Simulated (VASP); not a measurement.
# SnO in VASP: notebook

SnO is run at these levels: PBE+D3(BJ); tasks: single point.

All numbers are computed with VASP 6.6.1; they aren't measurements. Logs are shortened: lines on timing, memory, paths and dates and some standing lists are left out, and cuts for length are marked.

## Step 1: The cell of the first run

The cell holds a slab with vacuum, 4 atoms: a = 3.802 Å, b = 3.802 Å, c = 22.307 Å, α = 90.00°, β = 90.00°, γ = 90.00°.

## Step 2: Single point, PBE+D3(BJ)

INCAR reads:

```
PREC     = Accurate       # precision mode
ENCUT    = 520            # plane-wave cutoff, eV
EDIFF    = 1E-7           # SCF threshold, eV
ISMEAR   = 0              # smearing method
SIGMA    = 0.05           # smearing width, eV
LREAL    = F              # projectors in reciprocal space
LASPH    = T              # aspherical terms in the spheres
NELM     = 60             # most SCF steps
ALGO     = Normal         # electronic algorithm
ISIF     = 2              # what is computed and relaxed
LWAVE    = F              # write WAVECAR
LCHARG   = F              # write CHGCAR
LDIPOL   = T            
IDIPOL   = 3            
DIPOL    = 0.5 0.5 0.500
GGA      = PE             # functional
IVDW     = 12             # dispersion correction
NBANDS   = 28             # bands
```

KPOINTS reads:

```
regular mesh
0
Gamma
  9 9 1
```

POSCAR reads:

```
SnO
1.0
    3.8020000000      0.0000000000      0.0000000000
    0.0000000000      3.8020000000      0.0000000000
    0.0000000000      0.0000000000     22.3067721335
Sn O
2 2
Direct
    0.5000000000      0.0000000000      0.4482943538
    0.0000000000      0.5000000000      0.5517056462
    0.0000000000      0.0000000000      0.5000000000
    0.5000000000      0.5000000000      0.5000000000
```

Potentials or basis: VASP PAW PBE potentials, release 64 (Sn_d, O).

Run with:

```sh
> cat potpaw_PBE.64/Sn_d/POTCAR potpaw_PBE.64/O/POTCAR > POTCAR
> mpirun -np 1 vasp_std > vasp.out
```

OUTCAR:

```text
PREC = Accurate
   ENCUT = 520
   EDIFF = 1E-7
   ISMEAR = 0
   LREAL = F
   LASPH = T
   NELM = 60
   ISIF = 2
   GGA = PE
   IVDW = 12
 IVDW          = 12

 ion  position               nearest neighbor table
   1  0.500  0.000  0.448-   3 2.22   4 2.22   4 2.22   3 2.22   2 3.54   2 3.54   2 3.54   2 3.54

   2  0.000  0.500  0.552-   3 2.22   4 2.22   3 2.22   4 2.22   1 3.54   1 3.54   1 3.54   1 3.54

   3  0.000  0.000  0.500-   1 2.22   2 2.22   2 2.22   1 2.22
   4  0.500  0.500  0.500-   1 2.22   2 2.22   1 2.22   2 2.22

  LATTYP: Found a simple tetragonal cell.
 ALAT       =     3.8020000000
 C/A-ratio  =     5.8671152376

  Lattice vectors:

 A1 = (   3.8020000000,   0.0000000000,   0.0000000000)
 A2 = (   0.0000000000,   3.8020000000,   0.0000000000)
 A3 = (   0.0000000000,   0.0000000000,  22.3067721335)

Analysis of symmetry for initial positions (statically):
=====================================================================
 Subroutine PRICEL returns:
 Original cell was already a primitive cell.

 Routine SETGRP: Setting up the symmetry group for a
 simple tetragonal supercell.

 Subroutine GETGRP returns: Found 16 space group operations
 (whereof  8 operations were pure point group operations)
 out of a pool of 16 trial point group operations.

The static configuration has the point symmetry D_2d.
 The point group associated with its full space group is D_4h.

Analysis of symmetry for dynamics (positions and initial velocities):
=====================================================================
 Subroutine PRICEL returns:
 Original cell was already a primitive cell.

 Routine SETGRP: Setting up the symmetry group for a
 simple tetragonal supercell.

 Subroutine GETGRP returns: Found 16 space group operations
 (whereof  8 operations were pure point group operations)
 out of a pool of 16 trial point group operations.

The dynamic configuration has the point symmetry D_2d.
 The point group associated with its full space group is D_4h.

 Subroutine INISYM returns: Found 16 space group operations
 (whereof  8 operations are pure point group operations),
 and found     1 'primitive' translations

----------------------------------------------------------------------------------------

                                     Primitive cell

  volume of cell :     322.4489

  direct lattice vectors                    reciprocal lattice vectors
     3.802000000  0.000000000  0.000000000     0.263019463  0.000000000  0.000000000
     0.000000000  3.802000000  0.000000000     0.000000000  0.263019463  0.000000000
     0.000000000  0.000000000 22.306772134     0.000000000  0.000000000  0.044829435

  length of vectors
     3.802000000  3.802000000 22.306772134     0.263019463  0.263019463  0.044829435

  position of ions in fractional coordinates (direct lattice)
     0.500000000  0.000000000  0.448294354
     0.000000000  0.500000000  0.551705646
     0.000000000  0.000000000  0.500000000
     0.500000000  0.500000000  0.500000000

  ion indices of the primitive-cell ions
   primitive index   ion index
                 1           1
                 2           2
                 3           3
                 4           4

----------------------------------------------------------------------------------------

 KPOINTS: regular mesh

Automatic generation of k-mesh.
 Grid dimensions read from file:
 generate k-points for:    9    9    1

 Generating k-lattice:

  Cartesian coordinates                     Fractional coordinates (reciprocal lattice)
     0.029224385  0.000000000  0.000000000     0.111111111  0.000000000  0.000000000
     0.000000000  0.029224385  0.000000000     0.000000000  0.111111111  0.000000000
     0.000000000  0.000000000  0.044829435     0.000000000  0.000000000  1.000000000

  Length of vectors
     0.029224385  0.029224385  0.044829435

  Shift w.r.t. Gamma in fractional coordinates (k-lattice)
     0.000000000  0.000000000  0.000000000

 Subroutine IBZKPT returns following result:
 ===========================================

 Found     15 irreducible k-points:

 Following reciprocal coordinates:
            Coordinates               Weight
  0.000000  0.000000  0.000000      1.000000
  0.111111  0.000000  0.000000      4.000000
  0.222222  0.000000  0.000000      4.000000
  0.333333  0.000000  0.000000      4.000000
  0.444444  0.000000  0.000000      4.000000
  0.111111  0.111111  0.000000      4.000000
  0.222222  0.111111  0.000000      8.000000
  0.333333  0.111111  0.000000      8.000000
  0.444444  0.111111  0.000000      8.000000
  0.222222  0.222222  0.000000      4.000000
  0.333333  0.222222  0.000000      8.000000
  0.444444  0.222222  0.000000      8.000000
  0.333333  0.333333  0.000000      4.000000
  0.444444  0.333333  0.000000      8.000000
  0.444444  0.444444  0.000000      4.000000
   k-points           NKPTS =     15   k-points in BZ     NKDIM =     15   number of bands    NBANDS=     28
   number of dos      NEDOS =    301   number of ions     NIONS =      4
   total plane-waves  NPLWV = 131712
   dimension x,y,z NGX =    28 NGY =   28 NGZ =  168
   dimension x,y,z NGXF=    56 NGYF=   56 NGZF=  336
   ions per type =               2   2
   NGX,Y,Z   is equivalent  to a cutoff of  12.24, 12.24, 12.52 a.u.
   NGXF,Y,Z  is equivalent  to a cutoff of  24.49, 24.49, 25.04 a.u.
 SYSTEM =  unknown system
   PREC   = accura    normal or accurate (medium, high low for compatibility)
   ISTART =      0    job   : 0-new  1-cont  2-samecut
   ICHARG =      2    charge: 1-file 2-atom 10-const
   ISPIN  =      1    spin polarized calculation?
   LNONCOLLINEAR =      F non collinear calculations
   LSORBIT =      F    spin-orbit coupling
   LASPH  =      T    aspherical Exc in radial PAW
   ENCUT  =  520.0 eV  38.22 Ry    6.18 a.u.   7.07  7.07 41.48*2*pi/ulx,y,z
   NELM   =     60;   NELMIN=  2; NELMDL= -5     # of ELM steps
   EDIFF  = 0.1E-06   stopping-criterion for ELM
   LREAL  =      F    real-space projection
   EDIFFG = 0.1E-05   stopping-criterion for IOM
   NSW    =      0    number of steps for IOM
   IBRION =     -1    ionic relax: 0-MD 1-quasi-New 2-CG
   NFREE  =      0    steps in history (QN), initial steepest desc. (CG)
   ISIF   =      2    stress and relaxation
   ISYM   =      2    0-nonsym 1-usesym 2-fastsym
   POTIM  = 0.5000    time-step for ionic-motion
   TEBEG  =    0.0;   TEEND  =   0.0 temperature during run
   PSTRESS=    0.0 pullay stress
   NELECT =      40.0000    total number of electrons
   NUPDOWN=      -1.0000    fix difference up-down
   EMIN   =  10.00;   EMAX   =-10.00  energy-range for DOS
   EFERMI =   0.00;   METHOD = LEGACY
   ISMEAR =     0;   SIGMA  =   0.05  broadening in eV -4-tet -1-fermi 0-gaus
   EFERMI_NEDOS =   21; number of points for ismear=-14 and -15
   IALGO  =     38    algorithm
   IMIX   =      4    mixing-type and parameters
     AMIX     =   0.40;   BMIX     =  1.00
     AMIX_MAG =   1.60;   BMIX_MAG =  1.00
  volume/ion in A,a.u.               =      80.61       544.00
  Fermi-wavevector in a.u.,A,eV,Ry     =   0.816472  1.542908  9.070000  0.666626
  Thomas-Fermi vector in A             =   1.926746
   LORBIT       =      0    0 simple, 1 ext, 2 COOP (PROOUT), +10 PAW based schemes
   GGA     = PE    functional components
   LHFCALC =     F    Hartree Fock is set to
   AEXX    =    0.0000 exact exchange contribution
   IVDW    =    12    specifies the selected vdW correction
   LEPSILON=     F    determine dielectric tensor
   LRPA    =     F    only Hartree local field effects (RPA)
 non-spin polarized calculation
 Gauss-broadening in eV      SIGMA  =   0.05
  energy-cutoff  :      520.00
  volume of cell :      322.45
 maximum number of plane-waves:      8723
   NGX = 15   NGY = 15   NGZ = 83

 number of electron      39.9999991 magnetization

 dipolmoment           0.000000      0.000000      0.000000 electrons x Angstroem

 Free energy of the ion-electron system (eV)
  ---------------------------------------------------
  ext. energy  EPLUGINS =         0.00000000
  ---------------------------------------------------
  free energy    TOTEN  =       -22.53986732 eV

  energy without entropy =      -22.53986732  energy(sigma->0) =      -22.53986732

 E-fermi :  -2.6399     XC(G=0):  -2.8459

 val. band max:       -2.9238011768   @ k =   0.2222   0.1111   0.0000
 cond. band min:       0.1103043605   @ k =   0.0000   0.0000   0.0000
 fundamental gap:      3.0341055373
 Fermi energy:        -2.6399030203

 k-point     1 :       0.0000    0.0000    0.0000
  band No.  band energies     occupation
      1     -23.6340      2.00000
      2     -23.1998      2.00000
      3     -23.1699      2.00000
      4     -23.1699      2.00000
      5     -23.1418      2.00000
      6     -23.1188      2.00000
[... 20 lines left out ...]
     27       3.0485      0.00000
     28       3.6718      0.00000

 k-point     2 :       0.1111    0.0000    0.0000
  band No.  band energies     occupation
      1     -23.6284      2.00000
      2     -23.1998      2.00000
      3     -23.1706      2.00000
      4     -23.1685      2.00000
      5     -23.1453      2.00000
      6     -23.1450      2.00000
[... 20 lines left out ...]
     27       3.2191      0.00000
     28       3.7570      0.00000

 k-point     3 :       0.2222    0.0000    0.0000
  band No.  band energies     occupation
      1     -23.6125      2.00000
      2     -23.2780      2.00000
      3     -23.1724      2.00000
      4     -23.1641      2.00000
      5     -23.1640      2.00000
      6     -23.1539      2.00000
[... 20 lines left out ...]
     27       3.1745      0.00000
     28       3.6400      0.00000

 k-point     4 :       0.3333    0.0000    0.0000
  band No.  band energies     occupation
      1     -23.5862      2.00000
      2     -23.3905      2.00000
      3     -23.1744      2.00000
      4     -23.1636      2.00000
      5     -23.1571      2.00000
      6     -23.1515      2.00000
[... 20 lines left out ...]
     27       3.6581      0.00000
     28       4.2844      0.00000

 k-point     5 :       0.4444    0.0000    0.0000
  band No.  band energies     occupation
      1     -23.5451      2.00000
      2     -23.4815      2.00000
      3     -23.1745      2.00000
      4     -23.1710      2.00000
      5     -23.1500      2.00000
      6     -23.1467      2.00000
[... 20 lines left out ...]
     27       4.4172      0.00000
     28       4.6394      0.00000

 k-point     6 :       0.1111    0.1111    0.0000
  band No.  band energies     occupation
      1     -23.6233      2.00000
      2     -23.2000      2.00000
      3     -23.1917      2.00000
      4     -23.1711      2.00000
      5     -23.1671      2.00000
      6     -23.1395      2.00000
[... 184 lines left out ...]
      5     -23.1486      2.00000
      6     -23.1454      2.00000
[... 20 lines left out ...]
     27       4.9027      0.00000
     28       4.9245      0.00000

 k-point    13 :       0.3333    0.3333    0.0000
  band No.  band energies     occupation
      1     -23.5793      2.00000
      2     -23.4953      2.00000
      3     -23.1618      2.00000
      4     -23.1556      2.00000
      5     -23.1508      2.00000
      6     -23.1459      2.00000
[... 20 lines left out ...]
     27       4.7499      0.00000
     28       4.7572      0.00000

 k-point    14 :       0.4444    0.3333    0.0000
  band No.  band energies     occupation
      1     -23.5669      2.00000
      2     -23.5392      2.00000
      3     -23.1625      2.00000
      4     -23.1604      2.00000
      5     -23.1405      2.00000
      6     -23.1381      2.00000
[... 20 lines left out ...]
     27       4.6346      0.00000
     28       4.8196      0.00000

 k-point    15 :       0.4444    0.4444    0.0000
  band No.  band energies     occupation
      1     -23.5715      2.00000
      2     -23.5623      2.00000
      3     -23.1634      2.00000
      4     -23.1627      2.00000
      5     -23.1300      2.00000
      6     -23.1289      2.00000
[... 20 lines left out ...]
     27       4.5154      0.00000
     28       4.5836      0.00000

------------------------ aborting loop because EDIFF is reached ----------------------------------------

 vacuum level on the upper side and lower side of the slab       (xc-potential included)        -0.006        -0.006

 Edisp (eV)   -0.55670

 E8    (eV) :    -0.2516

  FORCE on cell =-STRESS in cart. coord.  units (eV):
  Direction    XX          YY          ZZ          XY          YZ          ZX
  --------------------------------------------------------------------------------------
  -------------------------------------------------------------------------------------
  Total       1.26959     1.26959     1.64081     0.00000     0.00000     0.00000
  in kB       6.30831     6.30831     8.15282     0.00000     0.00000     0.00000
  external pressure =        6.92 kB  Pullay stress =        0.00 kB

 VOLUME and BASIS-vectors are now :
 -----------------------------------------------------------------------------
  energy-cutoff  :      520.00
  volume of cell :      322.45
      direct lattice vectors                 reciprocal lattice vectors
     3.802000000  0.000000000  0.000000000     0.263019463  0.000000000  0.000000000
     0.000000000  3.802000000  0.000000000     0.000000000  0.263019463  0.000000000
     0.000000000  0.000000000 22.306772134     0.000000000  0.000000000  0.044829435

 POSITION                                       TOTAL-FORCE (eV/Angst)
 -----------------------------------------------------------------------------------
      1.90100      0.00000     10.00000        -0.000000      0.000000     -0.741382
      0.00000      1.90100     12.30677         0.000000     -0.000000      0.741382
      0.00000      0.00000     11.15339         0.000000     -0.000000      0.000000
      1.90100      1.90100     11.15339         0.000000      0.000000      0.000000
 -----------------------------------------------------------------------------------
    total drift:                                0.000000      0.000000      0.000000

  FREE ENERGIE OF THE ION-ELECTRON SYSTEM (eV)
  ---------------------------------------------------
  free  energy   TOTEN  =       -23.0965664368 eV

  energy  without entropy=      -23.0965664368  energy(sigma->0) =      -23.09656644

 vacuum level on the upper side and lower side of the slab         2.499         2.499
```

Run time: 3.6 min. Hardware: 1 thread of Intel Xeon Platinum 8259CL at 2.50GHz (Skylake/Cascade Lake), shared host; peak memory 0.38 GiB.

Results:

- Free energy: -23.0966 eV
- Largest force: 0.741 eV/Å
- Band gap on the k mesh: 3.03 eV, indirect (least direct gap 3.08 eV)
- Dispersion energy per atom: -0.139 eV

Forces in eV/Å, atoms in the order of the input:
```
Sn   0.000  0.000 -0.741
Sn   0.000  0.000  0.741
O    0.000  0.000  0.000
O    0.000  0.000  0.000
```

Levels at points of the mesh, in eV from the valence-band top:
```tsv
k point	band 18	band 19	band 20	band 21	band 22	band 23
(0.00, 0.00, 0.00)	-1.93	-1.93	-0.05	3.03	3.09	5.27
```

Caveat: spin-orbit coupling is left out, which moves the levels of the heavy elements.

## Step 3: Single point, PBE+D3(BJ)

This run uses another cell than the first one, of 81.58 Å³/atom, 1.012 times its volume.

INCAR reads:

```
PREC = Accurate ; ENCUT = 520
EDIFF = 1E-6 ; ISMEAR = 0
SIGMA = 0.05 ; LREAL = False
LASPH = True ; NELM = 60
ALGO = Normal ; ISIF = 2
LWAVE = False ; LCHARG = False
LDIPOL = True ; IDIPOL = 3
DIPOL = 0.5 0.5 0.500 ; GGA = PE
IVDW = 12 ; NBANDS = 28
```

KPOINTS reads:

```
Automatic mesh
0
Gamma
  7 7 1
```

POSCAR reads:

```
SnO
1.0
    3.8198196777      0.0000000000      0.0000000000
    0.0000000000      3.8198196777      0.0000000000
    0.0000000000      0.0000000000     22.3645675507
Sn O
2 2
Direct
    0.5000000000      0.0000000000      0.4471358535
    0.0000000000      0.5000000000      0.5528641465
    0.0000000000      0.0000000000      0.4999999975
    0.5000000000      0.5000000000      0.4999999975
```

Potentials or basis: VASP PAW PBE potentials, release 64 (Sn_d, O).

Run with:

```sh
> cat potpaw_PBE.64/Sn_d/POTCAR potpaw_PBE.64/O/POTCAR > POTCAR
> mpirun -np 1 vasp_std > vasp.out
```

Run time: 2 min. Hardware: 1 thread of Intel Xeon Platinum 8375C at 2.90GHz (Ice Lake), shared host; peak memory 0.36 GiB.

The run converged. Its results:

```yaml
Free_energy: -23.1271 eV
Largest_force: 0.085 eV/Å
Band_gap_on_the_k_mesh: 3.06 eV, indirect (least direct gap 3.14 eV)
Dispersion_energy_per_atom: -0.137 eV
```

Forces on the atoms (eV/Å):
```
Sn   0.000  0.000 -0.085
Sn   0.000  0.000  0.085
O    0.000  0.000  0.000
O    0.000  0.000  0.000
```

Levels at points of the mesh, in eV from the valence-band top:
```csv
k point,band 18,band 19,band 20,band 21,band 22,band 23
"(0.00, 0.00, 0.00)",-1.67,-1.67,-0.04,3.10,3.16,5.26
```

Caveat: spin-orbit coupling is left out, which moves the levels of the heavy elements.

## Step 4: Single point, PBE+D3(BJ)

This run uses another cell than the first one, of 81.37 Å³/atom, 1.009 times its volume.

INCAR reads:

```
SYSTEM = SnO
ALGO     = Normal         ! electronic algorithm
DIPOL    = 0.5 0.5 0.500
EDIFF    = 1E-6           ! SCF threshold, eV
ENCUT    = 520            ! plane-wave cutoff, eV
GGA      = PE             ! functional
IDIPOL   = 3            
ISIF     = 2              ! what is computed and relaxed
ISMEAR   = 0              ! smearing method
IVDW     = 12             ! dispersion correction
LASPH    = .TRUE.         ! aspherical terms in the spheres
LCHARG   = .FALSE.        ! write CHGCAR
LDIPOL   = .TRUE.       
LREAL    = .FALSE.        ! projectors in reciprocal space
LWAVE    = .FALSE.        ! write WAVECAR
NBANDS   = 28             ! bands
NELM     = 60             ! most SCF steps
PREC     = Accurate       ! precision mode
SIGMA    = 0.05           ! smearing width, eV
```

KPOINTS reads:

```
k-points
0
G
  9 9 1
  0 0 0
```

POSCAR reads:

```
SnO
1.0
    3.8198196777      0.0000000000      0.0000000000
    0.0000000000      3.8198196777      0.0000000000
    0.0000000000      0.0000000000     22.3067721335
Sn O
2 2
Direct
    0.5000000000      0.0000000000      0.4469988871
    0.0000000000      0.5000000000      0.5530011154
    0.0000000000      0.0000000000      0.4999999987
    0.5000000000      0.5000000000      0.4999999987
```

Run with:

```sh
> cat potpaw_PBE.64/Sn_d/POTCAR potpaw_PBE.64/O/POTCAR > POTCAR
> mpirun -np 1 vasp_std > vasp.out
```

Run time: 2.7 min. Hardware: 1 thread of Intel Xeon Platinum 8375C at 2.90GHz (Ice Lake), shared host; peak memory 0.4 GiB.

Results (log left out):

| Property | Result |
| --- | --- |
| Free energy | -23.1271 eV |
| Largest force | 0.085 eV/Å |
| Band gap on the k mesh | 3.08 eV, indirect (least direct gap 3.14 eV) |
| Dispersion energy per atom | -0.137 eV |

Forces in eV/Å, atoms in the order of the input:
```
Sn   0.000  0.000 -0.085
Sn   0.000  0.000  0.085
O    0.000  0.000  0.000
O    0.000  0.000  0.000
```

Levels at points of the mesh, in eV from the valence-band top:
| k point | band 16 | band 17 | band 18 | band 19 | band 20 | band 21 | band 22 | band 23 | band 24 | band 25 |
| --- | --- | --- | --- | --- | --- | --- | --- | --- | --- | --- |
| (0.00, 0.00, 0.00) | -3.70 | -2.08 | -1.67 | -1.67 | -0.05 | 3.10 | 3.16 | 5.26 | 5.27 | 5.62 |

Caveat: spin-orbit coupling is left out, which moves the levels of the heavy elements.

## Step 5: The runs side by side

```csv
cell,k mesh,gap on the mesh (eV),largest force (eV/Å)
"a = 3.802, b = 3.802, c = 22.307 Å, 4 atoms",9 × 9 × 1,3.03,0.74
"a = 3.820, b = 3.820, c = 22.365 Å, 4 atoms",7 × 7 × 1,3.06,0.09
"a = 3.820, b = 3.820, c = 22.307 Å, 4 atoms",9 × 9 × 1,3.08,0.09
```

Alike in all rows: task single point; level PBE+D3(BJ); potentials or basis VASP PAW PBE potentials, release 64 (Sn_d, O); no spin polarisation; cutoff (eV) 520; smearing gaussian 0.05 eV.

Caveats: spin-orbit coupling is left out, which moves the levels of the heavy elements.

Absolute energies hang on the potentials; compare differences alone.
